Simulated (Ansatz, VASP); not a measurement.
## Ga: VASP beside Ansatz

File INCAR:

```
PREC     = Accurate       # precision mode
ENCUT    = 520            # plane-wave cutoff, eV
EDIFF    = 1E-8           # SCF threshold, eV
ISMEAR   = -1             # smearing method
SIGMA    = 0.03           # smearing width, eV
LREAL    = False          # projectors in reciprocal space
LASPH    = True           # aspherical terms in the spheres
NELM     = 80             # most SCF steps
ALGO     = Normal         # electronic algorithm
ISIF     = 2              # what is computed and relaxed
LWAVE    = False          # write WAVECAR
LCHARG   = False          # write CHGCAR
GGA      = PS             # functional
LEFG     = True         
NBANDS   = 20             # bands
```

KPOINTS

```
regular mesh
0
Gamma
  14 14 11
```

The input POSCAR:

```
Ga
1.0
    1.4011994555     -4.0794863395      0.0000000000
    1.4011994555      4.0794863395      0.0000000000
   -0.1189955720      0.0000000000      3.3737498936
Ga
2
Direct
    0.8690000000      0.1310000000      0.2500000000
    0.1310000000      0.8690000000      0.7500000000
```

Input for Ansatz:

```yaml
crystal:
  lattice:
    - [1.4011994555, -4.0794863395, 0.0]
    - [1.4011994555, 4.0794863395, 0.0]
    - [-0.118995572, 0.0, 3.3737498936]
  atoms:
    - { symbol: Ga, position: [0.869, 0.131, 0.25] }
    - { symbol: Ga, position: [0.131, 0.869, 0.75] }
kpoints:
  mp_grid: { grid: [14, 14, 11] }
scf:
  occupations: { method: fermi_dirac, width: 0.03 }
hamiltonian:
  xc: pbesol
  pseudopotentials: { kind: all_electron, datasets: crystal }
output:
  forces: true
  stress: true
  eigenvalues: true
  efg: { contact_densities: true }
```

Change from the starting cell: volume scaled by 1.04, crystal datasets.

Alike in both runs: task electric field gradients; functional PBEsol; k mesh 14 × 14 × 11; occupations fermi-dirac, width 0.03 eV; no spin polarisation.

|  | VASP | Ansatz |
| --- | --- | --- |
| version | VASP 6.6.1 | Ansatz 0.2.0 |
| potentials or method | VASP PAW PBE potentials, release 64 (Ga_d), cutoff 520 eV | all-electron PAW with datasets made for the crystal, scalar-relativistic |

```csv
,VASP,Ansatz,Ansatz less VASP
pressure (GPa),-3.6,-3.7,-0.03
"traceless stress, the component that is largest in VASP (GPa)",-0.06,-0.06,0.000
rms of the force components (eV/Å),0.094,0.094,-0.0002
size of Vzz on the site where it differs most (V/Å²),23.3,24.9,+1.64
```

VASP's potentials were made for PBE, not for PBEsol. Atom by atom the forces differ by 0.000 eV/Å (rms over components). Ansatz ran all-electron here, and VASP with PAW potentials.
